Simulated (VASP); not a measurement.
# Tl (P6/mmm) in VASP: further runs

The runs below take Tl through single point, with PBE.

All numbers are computed with VASP 6.6.1; they aren't measurements. Logs are shortened: lines on timing, memory, paths and dates and some standing lists are left out, and cuts for length are marked.

## 1. The cell of the first run

It takes space group P6/mmm (No. 191, hexagonal). The conventional cell has a = 5.633 Å, b = 5.633 Å, c = 3.462 Å, α = 90.00°, β = 90.00°, γ = 120.00°. Tl (site symmetry 6/mmm) has 14 Tl at 3.46 to 3.68 Å within 4.6 Å. Within 4.3 Å of Tl (site symmetry -6m2) lie 11 Tl at 3.25 to 3.68 Å.

This isn't the form of Tl at room conditions, which is hcp.

## 2. Single point, PBE

File INCAR:

```
PREC = Accurate ; ENCUT = 520
EDIFF = 1E-6 ; ISMEAR = -1
SIGMA = 0.1 ; LREAL = F
LASPH = T ; NELM = 80
ALGO = Normal ; ISIF = 2
LWAVE = F ; LCHARG = T
GGA = PE ; LELF = T
LVHAR = T ; NBANDS = 26
```

File KPOINTS:

```
Automatic mesh
0
Gamma
  7 7 10
```

File POSCAR:

```
Tl
1.0
    5.6325226833      0.0000000000      0.0000000000
   -2.8162613417      4.8779077312      0.0000000000
    0.0000000000      0.0000000000      3.4616201743
Tl
3
Direct
    1.0000000000      0.0000000000      0.0000000000
    0.3333333333      0.6666666667      0.5000000000
    0.6666666667      0.3333333333      0.5000000000
```

Potentials or basis: VASP PAW PBE potentials, release 64 (Tl_d).

On the command line:

```bash
cat potpaw_PBE.64/Tl_d/POTCAR > POTCAR
mpirun -np 1 vasp_std > vasp.out
```

OUTCAR:

```text
PREC = Accurate
   ENCUT = 520
   EDIFF = 1E-6
   ISMEAR = -1
   LREAL = F
   LASPH = T
   NELM = 80
   ISIF = 2
   GGA = PE

 ion  position               nearest neighbor table
   1  0.000  0.000  0.000-   2 3.68   3 3.68   2 3.68   3 3.68   3 3.68   3 3.68   2 3.68   2 3.68
                             3 3.68   3 3.68   2 3.68   2 3.68
   2  0.333  0.667  0.500-   3 3.25   3 3.25   3 3.25   1 3.68   1 3.68   1 3.68   1 3.68   1 3.68
                             1 3.68
   3  0.667  0.333  0.500-   2 3.25   2 3.25   2 3.25   1 3.68   1 3.68   1 3.68   1 3.68   1 3.68
                             1 3.68

  LATTYP: Found a hexagonal cell.
 ALAT       =     5.6325226833
 C/A-ratio  =     0.6145772275

  Lattice vectors:

 A1 = (   5.6325226833,   0.0000000000,   0.0000000000)
 A2 = (  -2.8162613417,   4.8779077312,   0.0000000000)
 A3 = (   0.0000000000,   0.0000000000,   3.4616201743)

Analysis of symmetry for initial positions (statically):
=====================================================================
 Subroutine PRICEL returns:
 Original cell was already a primitive cell.

 Routine SETGRP: Setting up the symmetry group for a
 hexagonal supercell.

 Subroutine GETGRP returns: Found 24 space group operations
 (whereof 24 operations were pure point group operations)
 out of a pool of 24 trial point group operations.

The static configuration has the point symmetry D_6h.

Analysis of symmetry for dynamics (positions and initial velocities):
=====================================================================
 Subroutine PRICEL returns:
 Original cell was already a primitive cell.

 Routine SETGRP: Setting up the symmetry group for a
 hexagonal supercell.

 Subroutine GETGRP returns: Found 24 space group operations
 (whereof 24 operations were pure point group operations)
 out of a pool of 24 trial point group operations.

The dynamic configuration has the point symmetry D_6h.

 Subroutine INISYM returns: Found 24 space group operations
 (whereof 24 operations are pure point group operations),
 and found     1 'primitive' translations

----------------------------------------------------------------------------------------

                                     Primitive cell

  volume of cell :      95.1078

  direct lattice vectors                    reciprocal lattice vectors
     5.632522683  0.000000000  0.000000000     0.177540341  0.102502964  0.000000000
    -2.816261342  4.877907731  0.000000000     0.000000000  0.205005928  0.000000000
     0.000000000  0.000000000  3.461620174     0.000000000  0.000000000  0.288882070

  length of vectors
     5.632522683  5.632522683  3.461620174     0.205005928  0.205005928  0.288882070

  position of ions in fractional coordinates (direct lattice)
     0.000000000  0.000000000  0.000000000
     0.333333333  0.666666667  0.500000000
     0.666666667  0.333333333  0.500000000

  ion indices of the primitive-cell ions
   primitive index   ion index
                 1           1
                 2           2
                 3           3

----------------------------------------------------------------------------------------

 KPOINTS: Automatic mesh

Automatic generation of k-mesh.
 Grid dimensions read from file:
 generate k-points for:    7    7   10

 Generating k-lattice:

  Cartesian coordinates                     Fractional coordinates (reciprocal lattice)
     0.025362906  0.014643281  0.000000000     0.142857143  0.000000000  0.000000000
     0.000000000  0.029286561  0.000000000     0.000000000  0.142857143  0.000000000
     0.000000000  0.000000000  0.028888207     0.000000000  0.000000000  0.100000000

  Length of vectors
     0.029286561  0.029286561  0.028888207

  Shift w.r.t. Gamma in fractional coordinates (k-lattice)
     0.000000000  0.000000000  0.000000000

 Subroutine IBZKPT returns following result:
 ===========================================

 Found     48 irreducible k-points:

 Following reciprocal coordinates:
            Coordinates               Weight
  0.000000  0.000000  0.000000      1.000000
  0.142857  0.000000  0.000000      6.000000
  0.285714 -0.000000  0.000000      6.000000
  0.428571  0.000000  0.000000      6.000000
  0.142857  0.142857  0.000000      6.000000
  0.285714  0.142857  0.000000     12.000000
[... 16 lines left out ...]
  0.428571  0.142857  0.200000     12.000000
  0.285714  0.285714  0.200000     12.000000
 [... further k-points ...]
   k-points           NKPTS =     48   k-points in BZ     NKDIM =     48   number of bands    NBANDS=     26
   number of dos      NEDOS =    301   number of ions     NIONS =      3
   total plane-waves  NPLWV =  49392
   dimension x,y,z NGX =    42 NGY =   42 NGZ =   28
   dimension x,y,z NGXF=    84 NGYF=   84 NGZF=   56
   ions per type =               3
   NGX,Y,Z   is equivalent  to a cutoff of  12.40, 12.40, 13.45 a.u.
   NGXF,Y,Z  is equivalent  to a cutoff of  24.79, 24.79, 26.89 a.u.
 SYSTEM =  unknown system
   PREC   = accura    normal or accurate (medium, high low for compatibility)
   ISTART =      0    job   : 0-new  1-cont  2-samecut
   ICHARG =      2    charge: 1-file 2-atom 10-const
   ISPIN  =      1    spin polarized calculation?
   LNONCOLLINEAR =      F non collinear calculations
   LSORBIT =      F    spin-orbit coupling
   LASPH  =      T    aspherical Exc in radial PAW
   ENCUT  =  520.0 eV  38.22 Ry    6.18 a.u.  10.47 10.47  6.44*2*pi/ulx,y,z
   NELM   =     80;   NELMIN=  2; NELMDL= -5     # of ELM steps
   EDIFF  = 0.1E-05   stopping-criterion for ELM
   LREAL  =      F    real-space projection
   EDIFFG = 0.1E-04   stopping-criterion for IOM
   NSW    =      0    number of steps for IOM
   IBRION =     -1    ionic relax: 0-MD 1-quasi-New 2-CG
   NFREE  =      0    steps in history (QN), initial steepest desc. (CG)
   ISIF   =      2    stress and relaxation
   ISYM   =      2    0-nonsym 1-usesym 2-fastsym
   POTIM  = 0.5000    time-step for ionic-motion
   TEBEG  =    0.0;   TEEND  =   0.0 temperature during run
   PSTRESS=    0.0 pullay stress
   NELECT =      39.0000    total number of electrons
   NUPDOWN=      -1.0000    fix difference up-down
   EMIN   =  10.00;   EMAX   =-10.00  energy-range for DOS
   EFERMI =   0.00;   METHOD = LEGACY
   ISMEAR =    -1;   SIGMA  =   0.10  broadening in eV -4-tet -1-fermi 0-gaus
   EFERMI_NEDOS =   21; number of points for ismear=-14 and -15
   IALGO  =     38    algorithm
   IMIX   =      4    mixing-type and parameters
     AMIX     =   0.40;   BMIX     =  1.00
     AMIX_MAG =   1.60;   BMIX_MAG =  1.00
  volume/ion in A,a.u.               =      31.70       213.94
  Fermi-wavevector in a.u.,A,eV,Ry     =   1.216254  2.298387 20.126751  1.479274
  Thomas-Fermi vector in A             =   2.351614
   LORBIT       =      0    0 simple, 1 ext, 2 COOP (PROOUT), +10 PAW based schemes
   GGA     = PE    functional components
   LHFCALC =     F    Hartree Fock is set to
   AEXX    =    0.0000 exact exchange contribution
   IVDW    =     0    specifies the selected vdW correction
   LEPSILON=     F    determine dielectric tensor
   LRPA    =     F    only Hartree local field effects (RPA)
 non-spin polarized calculation
  energy-cutoff  :      520.00
  volume of cell :       95.11
 maximum number of plane-waves:      2593
 NGX is ok and might be reduce to    42
   NGX = 21   NGY = 21   NGZ = 13

 number of electron      38.9999991 magnetization

 Free energy of the ion-electron system (eV)
  ---------------------------------------------------
  ext. energy  EPLUGINS =         0.00000000
  ---------------------------------------------------
  free energy    TOTEN  =        -6.64972707 eV

  energy without entropy =       -6.60030626  energy(sigma->0) =       -6.62501667

 E-fermi :   5.6822     XC(G=0):  -9.6791

 val. band max:        5.6768334607   @ k =   0.2857   0.2857   0.1000
 cond. band min:       5.7099193807   @ k =   0.0000   0.0000   0.2000
 fundamental gap:      0.0330859200
 Fermi energy:         5.6821796178

 k-point     1 :       0.0000    0.0000    0.0000
  band No.  band energies     occupation
      1      -6.2722      2.00000
      2      -5.9824      2.00000
      3      -5.9766      2.00000
      4      -5.9766      2.00000
      5      -5.9572      2.00000
      6      -5.8232      2.00000
[... 18 lines left out ...]
     25      15.2999      0.00000
     26      15.3217      0.00000

 k-point     2 :       0.1429    0.0000    0.0000
  band No.  band energies     occupation
      1      -6.2598      2.00000
      2      -6.0448      2.00000
      3      -6.0192      2.00000
      4      -5.9762      2.00000
      5      -5.9497      2.00000
      6      -5.8481      2.00000
[... 18 lines left out ...]
     25      14.1252      0.00000
     26      14.8631      0.00000

 k-point     3 :       0.2857   -0.0000    0.0000
  band No.  band energies     occupation
      1      -6.2302      2.00000
      2      -6.1298      2.00000
      3      -6.0814      2.00000
      4      -6.0161      2.00000
      5      -5.9524      2.00000
      6      -5.8808      2.00000
[... 18 lines left out ...]
     25      13.2955      0.00000
     26      13.7885      0.00000

 k-point     4 :       0.4286    0.0000    0.0000
  band No.  band energies     occupation
      1      -6.2150      2.00000
      2      -6.1754      2.00000
      3      -6.1168      2.00000
      4      -6.0473      2.00000
      5      -5.9583      2.00000
      6      -5.8995      2.00000
[... 18 lines left out ...]
     25      11.5626      0.00000
     26      12.6140      0.00000

 k-point     5 :       0.1429    0.1429    0.0000
  band No.  band energies     occupation
      1      -6.2387      2.00000
      2      -6.0956      2.00000
      3      -6.0892      2.00000
      4      -5.9722      2.00000
      5      -5.9696      2.00000
      6      -5.8625      2.00000
[... 18 lines left out ...]
     25      14.1427      0.00000
     26      14.3124      0.00000

 k-point     6 :       0.2857    0.1429    0.0000
  band No.  band energies     occupation
      1      -6.2138      2.00000
      2      -6.1660      2.00000
      3      -6.1291      2.00000
      4      -6.0093      2.00000
      5      -5.9664      2.00000
      6      -5.8876      2.00000
[... 427 lines left out ...]
 k-point    21 :       0.1429    0.1429    0.2000
  band No.  band energies     occupation
      1      -6.1476      2.00000
      2      -6.0681      2.00000
      3      -6.0679      2.00000
      4      -5.9741      2.00000
      5      -5.9407      2.00000
      6      -5.8428      2.00000
[... 18 lines left out ...]
     25      10.6296      0.00000
     26      12.8664      0.00000

 k-point    22 :       0.2857    0.1429    0.2000
  band No.  band energies     occupation
      1      -6.1748      2.00000
      2      -6.1005      2.00000
      3      -6.0761      2.00000
      4      -5.9708      2.00000
      5      -5.9240      2.00000
      6      -5.8591      2.00000
[... 18 lines left out ...]
     25      10.9252      0.00000
     26      11.2310      0.00000

 k-point    23 :       0.4286    0.1429    0.2000
  band No.  band energies     occupation
      1      -6.1884      2.00000
      2      -6.1122      2.00000
      3      -6.0755      2.00000
      4      -5.9677      2.00000
      5      -5.9165      2.00000
      6      -5.8653      2.00000
[... 18 lines left out ...]
     25      11.4075      0.00000
     26      11.9049      0.00000

 k-point    24 :       0.2857    0.2857    0.2000
  band No.  band energies     occupation
      1      -6.1982      2.00000
      2      -6.0922      2.00000
      3      -6.0838      2.00000
      4      -5.9746      2.00000
      5      -5.8994      2.00000
      6      -5.8696      2.00000
[... 18 lines left out ...]
     25      12.1457      0.00000
     26      12.1522      0.00000

 [... further k-points ...]

------------------------ aborting loop because EDIFF is reached ----------------------------------------

  FORCE on cell =-STRESS in cart. coord.  units (eV):
  Direction    XX          YY          ZZ          XY          YZ          ZX
  --------------------------------------------------------------------------------------
  -------------------------------------------------------------------------------------
  Total       -0.0393071     -0.0393071     -0.0393893      0.0000000      0.0000000     -0.0000000
  in kB       -0.6621639     -0.6621639     -0.6635481      0.0000000      0.0000000     -0.0000000
  external PRESSURE =      -0.6626253 kB  Pullay stress =       0.0000000 kB

 VOLUME and BASIS-vectors are now :
 -----------------------------------------------------------------------------
  energy-cutoff  :      520.00
  volume of cell :       95.11
      direct lattice vectors                 reciprocal lattice vectors
     5.632522683  0.000000000  0.000000000     0.177540341  0.102502964  0.000000000
    -2.816261342  4.877907731  0.000000000     0.000000000  0.205005928  0.000000000
     0.000000000  0.000000000  3.461620174     0.000000000  0.000000000  0.288882070

 POSITION                                       TOTAL-FORCE (eV/Angst)
 -----------------------------------------------------------------------------------
      0.00000      0.00000      0.00000        -0.000000     -0.000000     -0.000000
     -0.00000      3.25194      1.73081        -0.000000      0.000000      0.000000
      2.81626      1.62597      1.73081         0.000000      0.000000     -0.000000
 -----------------------------------------------------------------------------------
    total drift:                               -0.000000      0.000000     -0.000000

  FREE ENERGIE OF THE ION-ELECTRON SYSTEM (eV)
  ---------------------------------------------------
  free  energy   TOTEN  =        -6.6497270689 eV

  energy  without entropy=       -6.6003062620  energy(sigma->0) =       -6.62501667
```

Wall time 73 s (1 thread of Oxide Virtual Turin-like, shared host); peak memory 0.22 GiB.

What came out:

| Item | Value |
| --- | --- |
| Free energy | -6.6497 eV |
| Pressure | -0.1 GPa |
| Band gap on the k mesh | zero (an odd number of electrons rules out a gap without spin polarisation) |

Levels at points of the mesh, in eV from the Fermi level:
```
           k point  band 16  band 17  band 18  band 19  band 20  band 21  band 22  band 23
(0.00, 0.00, 0.00)    -9.54    -4.68    -4.35    -0.45    -0.45    -0.30    -0.30     4.36
(0.00, 0.00, 0.50)    -6.69    -5.51    -2.35    -0.14     0.64     1.32     1.32     1.42
```

Caveat: spin-orbit coupling is left out, which moves the levels of the heavy elements.

[end of part 1 of 3]

The gap in the log of VASP goes by the Fermi energy; the results here count the filled bands.